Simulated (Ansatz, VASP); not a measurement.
## Ca2SeO in VASP and in Ansatz

POSCAR

```
Ca2SeO
1.0
    3.8828618413      0.0000000000      0.0000000000
    0.0000000000      3.8828618413      0.0000000000
    0.0000000000      0.0000000000      5.4944501859
O Ca Se
1 2 1
Direct
    0.0000000000      0.0000000000      0.0000000000
    0.0000000000      0.0000000000      0.5000000000
    0.5000000000      0.5000000000      0.0000000000
    0.5000000000      0.5000000000      0.5000000000
```

Contents of INCAR.step1:

```
SYSTEM = Ca2SeO
PREC = Accurate
ENCUT = 520
ISMEAR = 0
SIGMA = 0.01
LREAL = .FALSE.
LASPH = .TRUE.
NELM = 80
NBANDS = 24
GGA = PE
ALGO = Normal
EDIFF = 1E-4
LWAVE = .TRUE.
LCHARG = .FALSE.
```

INCAR.step2

```
SYSTEM = Ca2SeO
PREC = Accurate
ENCUT = 520
EDIFF = 1E-7
ISMEAR = 0
SIGMA = 0.01
LREAL = .FALSE.
LASPH = .TRUE.
NELM = 80
ALGO = Normal
ISIF = 2
LWAVE = .FALSE.
LCHARG = .FALSE.
METAGGA = R2SCAN
LMIXTAU = .TRUE.
NBANDS = 24
ISTART = 1
```

KPOINTS

```
Automatic mesh
0
G
  6 6 6
  0 0 0
```

Input for Ansatz:

```yaml
crystal:
  lattice:
    - [3.8828618413, 0.0, 0.0]
    - [0.0, 3.8828618413, 0.0]
    - [0.0, 0.0, 5.4944501859]
  atoms:
    - { symbol: O, position: [0.0, 0.0, 0.0] }
    - { symbol: Ca, position: [0.0, 0.0, 0.5] }
    - { symbol: Se, position: [0.5, 0.5, 0.5] }
    - { symbol: Ca, position: [0.5, 0.5, 0.0] }
kpoints:
  mp_grid: { grid: [6, 6, 6] }
  band_path:
    path:
      - [0.0, 0.0, 0.0]
      - [0.0, 0.5, 0.0]
      - [0.5, 0.5, 0.0]
      - [0.0, 0.0, 0.5]
      - [0.0, 0.5, 0.5]
      - [0.5, 0.5, 0.5]
    npoints: 1
hamiltonian:
  xc: r2scan
scf:
  occupations: { method: fixed }
  n_extra_bands: 5
output:
  forces: true
  stress: true
  eigenvalues: true
```

Alike in both runs: task single point; functional r2SCAN; k mesh 6 × 6 × 6; no spin polarisation.

|  | VASP | Ansatz |
| --- | --- | --- |
| version | VASP 6.6.1 | Ansatz 0.2.0 |
| potentials or method | VASP PAW PBE potentials, release 64 (O, Ca_sv, Se) | plane waves, PAW |
| plane-wave cutoff (eV) | 520 | 500 |
| occupations | gaussian, width 0.01 eV | fixed |
| valence electrons in the cell | 32 | 42 |

```tsv
	VASP	Ansatz	Ansatz less VASP
gap on the k mesh at the Fermi level (eV)	2.51	2.51	+0.002
pressure (GPa)	0.4	0.0	-0.39
```

VASP's potentials were made for PBE, not for r2SCAN. VASP's potentials hold 32 valence electrons a cell and Ansatz's 42, so a difference there can come from the potentials and not from the codes.
